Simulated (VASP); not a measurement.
Set up this calculation in VASP 6.6.1, as the native input.

```
Task                   : relaxation of cell and atoms
Functional             : PBE
Potentials or basis    : VASP PAW PBE potentials, release 64 (P, Pt)
Cutoff                 : 600 eV
k mesh                 : 8 × 8 × 8
Occupations            : gaussian, width 0.1 eV
Spin                   : no spin polarisation
Dipole correction      : no
Further INCAR settings : ALGO = Normal; EDIFF = 1e-06; IBRION = 2; EDIFFG = -0.01; NSW = 100; ISIF = 3
```

The structure of P4Pt lies in POSCAR:

```
P4Pt
1.0
    4.6773029415      0.0000000000      0.0000000000
    0.0000000000      4.6773029415      0.0000000000
    0.0000000000      0.0000000000      4.6773029415
P Pt
4 1
Direct
    0.0000000000      0.5000000000      0.5000000000
    0.5000000000      0.0000000000      0.5000000000
    0.5000000000      0.5000000000      0.0000000000
    0.0000000000      0.0000000000      0.0000000000
    0.5000000000      0.5000000000      0.5000000000
```

One way to write it, as run:

INCAR

```
  ALGO = Normal
  EDIFF = 1E-6
  EDIFFG = -0.01
  ENCUT = 600
  GGA = PE
  IBRION = 2
  ISIF = 3
  ISMEAR = 0
  LASPH = True
  LCHARG = False
  LREAL = False
  LWAVE = False
  NELM = 100
  NSW = 100
  PREC = Accurate
  SIGMA = 0.1
```

KPOINTS

```
k-points
0
Gamma
  8 8 8
```

Potentials or basis: VASP PAW PBE potentials, release 64 (P, Pt).

Command:

```sh
$ cat potpaw_PBE.64/P/POTCAR potpaw_PBE.64/Pt/POTCAR > POTCAR
$ mpirun -np 1 vasp_std > vasp.out
```

It gave:

* Relaxed volume: 20.32 Å³/atom
* Relaxed cell: a = 4.666 Å, b = 4.666 Å, c = 4.666 Å, α = 90.00°, β = 90.00°, γ = 90.00°
* Space group after relaxing (to 0.05 Å): Pm-3m (No. 221)
* Energy gained by relaxing: 0.3 meV/atom
* Ionic steps: 3
* Pressure after relaxing: 0.0 GPa
* Band gap on the k mesh: zero (band 15 reaches 7.57 eV, above the bottom of band 16 at 5.04 eV)

Caveat: spin-orbit coupling is left out, which moves the levels of the heavy elements.

Run time: 75 s on 1 thread of Intel(R) Xeon(R) 6975P-C (Granite Rapids), with other jobs on the host, peak memory 0.29 GiB.
